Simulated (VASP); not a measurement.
# Lu (P6_3/mmc) in VASP: a series of runs

Runs on Lu. Level: r2SCAN. Tasks: single point.

All numbers are computed with VASP 6.6.1; they aren't measurements. Logs are shortened: lines on timing, memory, paths and dates and some standing lists are left out, and cuts for length are marked.

**1. The cell of the first run**

Symmetry: P6_3/mmc, No. 194, hexagonal system. The conventional cell has a = 3.505 Å, b = 3.505 Å, c = 5.470 Å, α = 90.00°, β = 90.00°, γ = 120.00°. Within 4.5 Å of Lu (site symmetry -6m2) lie 12 Lu at 3.40 to 3.50 Å.

**2. Single point, r2SCAN**

POSCAR reads:

```
Lu
1.0
    3.5048186286      0.0000000000      0.0000000000
   -1.7524093143      3.0352619680      0.0000000000
    0.0000000000      0.0000000000      5.4696750779
Lu
2
Direct
    0.3333333333      0.6666666667      0.2500000000
    0.6666666667      0.3333333333      0.7500000000
```

INCAR.step1 reads:

```
SYSTEM = Lu
  ALGO = Normal
  EDIFF = 1E-4
  ENCUT = 520
  GGA = PE
  ISMEAR = 0
  LASPH = .True.
  LCHARG = .False.
  LREAL = .False.
  LWAVE = .True.
  NBANDS = 32
  NELM = 100
  PREC = Accurate
  SIGMA = 0.1
```

INCAR.step2 reads:

```
SYSTEM = Lu
  ALGO = Normal
  EDIFF = 1E-6
  ENCUT = 520
  ISIF = 2
  ISMEAR = 0
  ISTART = 1
  LASPH = .True.
  LCHARG = .False.
  LMIXTAU = .True.
  LREAL = .False.
  LWAVE = .False.
  METAGGA = R2SCAN
  NBANDS = 32
  NELM = 100
  PREC = Accurate
  SIGMA = 0.1
```

KPOINTS reads:

```
k-points
0
Gamma
  10 10 6
  0 0 0
```

Potentials or basis: VASP PAW PBE potentials, release 64 (Lu).

The run is started by

```sh
cat potpaw_PBE.64/Lu/POTCAR > POTCAR
cp INCAR.step1 INCAR
mpirun -np 1 vasp_std > vasp.out
cp INCAR.step2 INCAR
mpirun -np 1 vasp_std > vasp.out
```

OUTCAR:

```text
SYSTEM = Lu
   EDIFF = 1E-6
   ENCUT = 520
   ISIF = 2
   ISMEAR = 0
   ISTART = 1
   LASPH = .True.
   LREAL = .False.
   METAGGA = R2SCAN
   NELM = 100
   PREC = Accurate

 ion  position               nearest neighbor table
   1  0.333  0.667  0.250-   2 3.40   2 3.40   2 3.40   2 3.40   2 3.40   2 3.40
   2  0.667  0.333  0.750-   1 3.40   1 3.40   1 3.40   1 3.40   1 3.40   1 3.40

  LATTYP: Found a hexagonal cell.
 ALAT       =     3.5048186286
 C/A-ratio  =     1.5606157287

  Lattice vectors:

 A1 = (   3.5048186286,   0.0000000000,   0.0000000000)
 A2 = (  -1.7524093143,   3.0352619680,   0.0000000000)
 A3 = (   0.0000000000,   0.0000000000,   5.4696750779)

Analysis of symmetry for initial positions (statically):
=====================================================================
 Subroutine PRICEL returns:
 Original cell was already a primitive cell.

 Routine SETGRP: Setting up the symmetry group for a
 hexagonal supercell.

 Subroutine GETGRP returns: Found 24 space group operations
 (whereof 12 operations were pure point group operations)
 out of a pool of 24 trial point group operations.

The static configuration has the point symmetry D_3d.
 The point group associated with its full space group is D_6h.

Analysis of symmetry for dynamics (positions and initial velocities):
=====================================================================
 Subroutine PRICEL returns:
 Original cell was already a primitive cell.

 Routine SETGRP: Setting up the symmetry group for a
 hexagonal supercell.

 Subroutine GETGRP returns: Found 24 space group operations
 (whereof 12 operations were pure point group operations)
 out of a pool of 24 trial point group operations.

The dynamic configuration has the point symmetry D_3d.
 The point group associated with its full space group is D_6h.

 Subroutine INISYM returns: Found 24 space group operations
 (whereof 12 operations are pure point group operations),
 and found     1 'primitive' translations

----------------------------------------------------------------------------------------

                                     Primitive cell

  volume of cell :      58.1866

  direct lattice vectors                    reciprocal lattice vectors
     3.504818629  0.000000000  0.000000000     0.285321469  0.164730427  0.000000000
    -1.752409314  3.035261968  0.000000000     0.000000000  0.329460854  0.000000000
     0.000000000  0.000000000  5.469675078     0.000000000  0.000000000  0.182826217

  length of vectors
[... 81 lines left out ...]
   NELM   =    100;   NELMIN=  2; NELMDL=  0     # of ELM steps
   EDIFF  = 0.1E-05   stopping-criterion for ELM
   LREAL  =      F    real-space projection
   EDIFFG = 0.1E-04   stopping-criterion for IOM
   NSW    =      0    number of steps for IOM
   IBRION =     -1    ionic relax: 0-MD 1-quasi-New 2-CG
   NFREE  =      0    steps in history (QN), initial steepest desc. (CG)
   ISIF   =      2    stress and relaxation
   ISYM   =      2    0-nonsym 1-usesym 2-fastsym
   POTIM  = 0.5000    time-step for ionic-motion
   TEBEG  =    0.0;   TEEND  =   0.0 temperature during run
   PSTRESS=    0.0 pullay stress
   NELECT =      50.0000    total number of electrons
   NUPDOWN=      -1.0000    fix difference up-down
   EMIN   =  10.00;   EMAX   =-10.00  energy-range for DOS
   EFERMI =   0.00;   METHOD = LEGACY
   ISMEAR =     0;   SIGMA  =   0.10  broadening in eV -4-tet -1-fermi 0-gaus
   EFERMI_NEDOS =   21; number of points for ismear=-14 and -15
   IALGO  =     38    algorithm
   IMIX   =      4    mixing-type and parameters
     AMIX     =   0.40;   BMIX     =  1.00
     AMIX_MAG =   1.60;   BMIX_MAG =  1.00
  volume/ion in A,a.u.               =      29.09       196.33
  Fermi-wavevector in a.u.,A,eV,Ry     =   1.556409  2.941187 32.958877  2.422409
  Thomas-Fermi vector in A             =   2.660209
   LORBIT       =      0    0 simple, 1 ext, 2 COOP (PROOUT), +10 PAW based schemes
   METAGGA = R2SCAN    functional components
   LHFCALC =     F    Hartree Fock is set to
   AEXX    =    0.0000 exact exchange contribution
   IVDW    =     0    specifies the selected vdW correction
   LEPSILON=     F    determine dielectric tensor
   LRPA    =     F    only Hartree local field effects (RPA)
 non-spin polarized calculation
 Gauss-broadening in eV      SIGMA  =   0.10
  energy-cutoff  :      520.00
  volume of cell :       58.19
 maximum number of plane-waves:      1616
 NGX is ok and might be reduce to    28
   NGX = 13   NGY = 13   NGZ = 21

 number of electron      49.9999994 magnetization

 Free energy of the ion-electron system (eV)
  ---------------------------------------------------
  ext. energy  EPLUGINS =         0.00000000
  ---------------------------------------------------
  free energy    TOTEN  =       -76.12200210 eV

  energy without entropy =      -76.10481867  energy(sigma->0) =      -76.11341039

 E-fermi :   2.1509     XC(G=0): -11.6057

 val. band max:        2.1398520853   @ k =   0.2000   0.2000   0.1667
 cond. band min:       2.1525189243   @ k =   0.4000   0.1000   0.3333
 fundamental gap:      0.0126668390
 Fermi energy:         2.1508679473

 k-point     1 :       0.0000    0.0000    0.0000
  band No.  band energies     occupation
      1     -55.7101      2.00000
      2     -55.6712      2.00000
      3     -26.0137      2.00000
      4     -25.5610      2.00000
      5     -25.5610      2.00000
      6     -25.4753      2.00000
[... 829 lines left out ...]
     31       8.3359      0.00000
     32       8.6234      0.00000

 [... further k-points ...]

------------------------ aborting loop because EDIFF is reached ----------------------------------------

  FORCE on cell =-STRESS in cart. coord.  units (eV):
  Direction    XX          YY          ZZ          XY          YZ          ZX
  --------------------------------------------------------------------------------------
  -------------------------------------------------------------------------------------
  Total        0.0828066      0.0828066     -0.0545126      0.0000000     -0.0000000     -0.0000000
  in kB        2.2800917      2.2800917     -1.5010114      0.0000000     -0.0000000     -0.0000000
  external PRESSURE =       1.0197240 kB  Pullay stress =       0.0000000 kB

 VOLUME and BASIS-vectors are now :
 -----------------------------------------------------------------------------
  energy-cutoff  :      520.00
  volume of cell :       58.19
      direct lattice vectors                 reciprocal lattice vectors
     3.504818629  0.000000000  0.000000000     0.285321469  0.164730427  0.000000000
    -1.752409314  3.035261968  0.000000000     0.000000000  0.329460854  0.000000000
     0.000000000  0.000000000  5.469675078     0.000000000  0.000000000  0.182826217

 POSITION                                       TOTAL-FORCE (eV/Angst)
 -----------------------------------------------------------------------------------
     -0.00000      2.02351      1.36742         0.000000     -0.000000      0.000000
      1.75241      1.01175      4.10226        -0.000000      0.000000      0.000000
 -----------------------------------------------------------------------------------
    total drift:                               -0.000000      0.000000     -0.000000

  FREE ENERGIE OF THE ION-ELECTRON SYSTEM (eV)
  ---------------------------------------------------
  free  energy   TOTEN  =       -76.1220021039 eV

  energy  without entropy=      -76.1048186670  energy(sigma->0) =      -76.11341039
```

OSZICAR.step1:

```text
N       E                     dE             d eps       ncg     rms          rms(c)
DAV:   1     0.239085059483E+03    0.23909E+03   -0.19258E+04  5240   0.507E+03
DAV:   2     0.209925078674E+02   -0.21809E+03   -0.21004E+03  3824   0.550E+02
DAV:   3    -0.669952306963E+01   -0.27692E+02   -0.27185E+02  5280   0.118E+02
DAV:   4    -0.915192650896E+01   -0.24524E+01   -0.24402E+01  5424   0.245E+01
DAV:   5    -0.922306482870E+01   -0.71138E-01   -0.71115E-01  5600   0.427E+00    0.492E+00
DAV:   6    -0.908854858907E+01    0.13452E+00   -0.41470E-01  5656   0.810E+00    0.232E+00
DAV:   7    -0.905420974738E+01    0.34339E-01   -0.95348E-02  5240   0.187E+00    0.433E-01
DAV:   8    -0.905129395375E+01    0.29158E-02   -0.11789E-02  5896   0.898E-01    0.142E-01
DAV:   9    -0.905152093240E+01   -0.22698E-03   -0.13665E-03  4232   0.256E-01    0.871E-02
DAV:  10    -0.905152221273E+01   -0.12803E-05   -0.19086E-04  3960   0.107E-01
   1 F= -.90515222E+01 E0= -.90439864E+01  d E =-.150716E-01
```

Wall time 15 min (1 thread of Intel Xeon 8259CL, shared host); peak memory 0.25 GiB.

Results:

* Free energy: -76.1220 eV
* Pressure: 0.1 GPa
* Band gap on the k mesh: zero (bands 25 and 26 overlap by 2.00 eV)

Stress tensor (GPa, compression positive):
```
 0.23  0.00  0.00
 0.00  0.23  0.00
 0.00  0.00 -0.15
```

Caveat: the PAW data sets were made with another functional, which shifts forces and pressure a little; spin-orbit coupling is left out, which moves the levels of the heavy elements.

**3. Single point, r2SCAN**

POSCAR is that of step 2.

INCAR.step1 reads:

```
PREC     = Accurate       # precision mode
ENCUT    = 520            # plane-wave cutoff, eV
ISMEAR   = 0              # smearing method
SIGMA    = 0.2            # smearing width, eV
LREAL    = F              # projectors in reciprocal space
LASPH    = T              # aspherical terms in the spheres
NELM     = 80             # most SCF steps
NBANDS   = 32             # bands
GGA      = PE             # functional
ALGO     = Normal         # electronic algorithm
EDIFF    = 1E-4           # SCF threshold, eV
LWAVE    = T              # write WAVECAR
LCHARG   = F              # write CHGCAR
```

INCAR.step2 reads:

```
PREC     = Accurate       # precision mode
ENCUT    = 520            # plane-wave cutoff, eV
EDIFF    = 1E-7           # SCF threshold, eV
ISMEAR   = 0              # smearing method
SIGMA    = 0.2            # smearing width, eV
LREAL    = F              # projectors in reciprocal space
LASPH    = T              # aspherical terms in the spheres
NELM     = 80             # most SCF steps
ALGO     = Normal         # electronic algorithm
ISIF     = 2              # what is computed and relaxed
LWAVE    = F              # write WAVECAR
LCHARG   = F              # write CHGCAR
METAGGA  = R2SCAN         # meta-GGA
LMIXTAU  = T            
NBANDS   = 32             # bands
ISTART   = 1
```

KPOINTS reads:

```
Automatic mesh
0
Gamma
  10 10 6
```

Potentials or basis: VASP PAW PBE potentials, release 64 (Lu).

The run is started by

```sh
cat potpaw_PBE.64/Lu/POTCAR > POTCAR
cp INCAR.step1 INCAR
mpirun -np 1 vasp_std > vasp.out
cp INCAR.step2 INCAR
mpirun -np 1 vasp_std > vasp.out
```

Wall time 12 min (1 thread of Intel Xeon 8259CL, shared host); peak memory 0.25 GiB.

The run converged. Its results:

```
Free energy            : -76.1477 eV
Pressure               : 0.3 GPa
Band gap on the k mesh : zero (bands 25 and 26 overlap by 2.00 eV)
```

Levels at points of the mesh, in eV from the Fermi level:
```tsv
k point	band 21	band 22	band 23	band 24	band 25	band 26	band 27	band 28	band 29	band 30
(0.00, 0.00, 0.00)	-5.04	-5.02	-5.02	-2.39	0.56	2.45	2.45	2.94	3.25	3.25
(0.50, 0.00, 0.00)	-5.04	-5.03	-2.37	-1.42	-0.83	-0.42	1.74	2.12	2.63	6.58
(0.00, 0.00, 0.50)	-5.02	-5.02	-4.53	-4.53	1.37	1.37	2.37	2.37	2.37	2.37
(0.50, 0.00, 0.50)	-5.05	-5.05	-2.11	-2.11	0.10	0.10	1.47	1.47	3.66	3.66
```

Caveat: the PAW data sets were made with another functional, which shifts forces and pressure a little; spin-orbit coupling is left out, which moves the levels of the heavy elements.

**4. Single point, r2SCAN**

POSCAR is that of step 3.

INCAR.step1 reads:

```
SYSTEM = Lu
PREC     = Accurate       ! precision mode
ENCUT    = 520            ! plane-wave cutoff, eV
ISMEAR   = 0              ! smearing method
SIGMA    = 0.3            ! smearing width, eV
LREAL    = .False.        ! projectors in reciprocal space
LASPH    = .True.         ! aspherical terms in the spheres
NELM     = 100            ! most SCF steps
NBANDS   = 32             ! bands
GGA      = PE             ! functional
ALGO     = Normal         ! electronic algorithm
EDIFF    = 1E-4           ! SCF threshold, eV
LWAVE    = .True.         ! write WAVECAR
LCHARG   = .False.        ! write CHGCAR
```

INCAR.step2 reads:

```
SYSTEM = Lu
PREC     = Accurate       ! precision mode
ENCUT    = 520            ! plane-wave cutoff, eV
EDIFF    = 1E-6           ! SCF threshold, eV
ISMEAR   = 0              ! smearing method
SIGMA    = 0.3            ! smearing width, eV
LREAL    = .False.        ! projectors in reciprocal space
LASPH    = .True.         ! aspherical terms in the spheres
NELM     = 100            ! most SCF steps
ALGO     = Normal         ! electronic algorithm
ISIF     = 2              ! what is computed and relaxed
LWAVE    = .False.        ! write WAVECAR
LCHARG   = .True.         ! write CHGCAR
METAGGA  = R2SCAN         ! meta-GGA
LMIXTAU  = .True.       
LELF     = .True.         ! ELF
LVHAR    = .True.       
NBANDS   = 32             ! bands
ISTART   = 1
```

KPOINTS reads:

```
Automatic mesh
0
Gamma
  10 10 6
  0 0 0
```

The run is started by

```sh
cat potpaw_PBE.64/Lu/POTCAR > POTCAR
cp INCAR.step1 INCAR
mpirun -np 1 vasp_std > vasp.out
cp INCAR.step2 INCAR
mpirun -np 1 vasp_std > vasp.out
```

Run time: 12 min. Hardware: 1 thread of Intel Xeon 8259CL, shared host; peak memory 0.25 GiB.

Results (log left out):

```yaml
Free_energy: -76.1884 eV
Pressure: 0.4 GPa
Band_gap_on_the_k_mesh: zero (bands 25 and 26 overlap by 2.00 eV)
```

Stress tensor (GPa, compression positive):
```
0.32 0.00 0.00
0.00 0.32 0.00
0.00 0.00 0.56
```

Levels at points of the mesh, in eV from the Fermi level:
| k point | band 22 | band 23 | band 24 | band 25 | band 26 | band 27 | band 28 | band 29 |
| --- | --- | --- | --- | --- | --- | --- | --- | --- |
| (0.00, 0.00, 0.00) | -5.02 | -5.02 | -2.39 | 0.55 | 2.45 | 2.45 | 2.93 | 3.25 |
| (0.50, 0.00, 0.00) | -5.03 | -2.38 | -1.42 | -0.84 | -0.42 | 1.74 | 2.11 | 2.63 |
| (0.00, 0.00, 0.50) | -5.02 | -4.53 | -4.53 | 1.37 | 1.37 | 2.36 | 2.36 | 2.36 |
| (0.50, 0.00, 0.50) | -5.05 | -2.11 | -2.11 | 0.10 | 0.10 | 1.46 | 1.46 | 3.66 |

Caveat: so wide a smearing shifts energies and pressures; the PAW data sets were made with another functional, which shifts forces and pressure a little; spin-orbit coupling is left out, which moves the levels of the heavy elements.

**5. Overview**

```tsv
smearing	gap on the mesh (eV)	pressure (GPa)
gaussian 0.1 eV	none	0.1
gaussian 0.2 eV	none	0.3
gaussian 0.3 eV	none	0.4
```

Alike in all rows: task single point; level r2SCAN; potentials or basis VASP PAW PBE potentials, release 64 (Lu); no spin polarisation; cell as given; k mesh 10 × 10 × 6; cutoff (eV) 520.

Caveats: the PAW data sets were made with another functional, which shifts forces and pressure a little; spin-orbit coupling is left out, which moves the levels of the heavy elements; so wide a smearing shifts energies and pressures (at least some runs).

Total energies depend on the potentials used, so only differences within one code and one set of settings carry meaning.
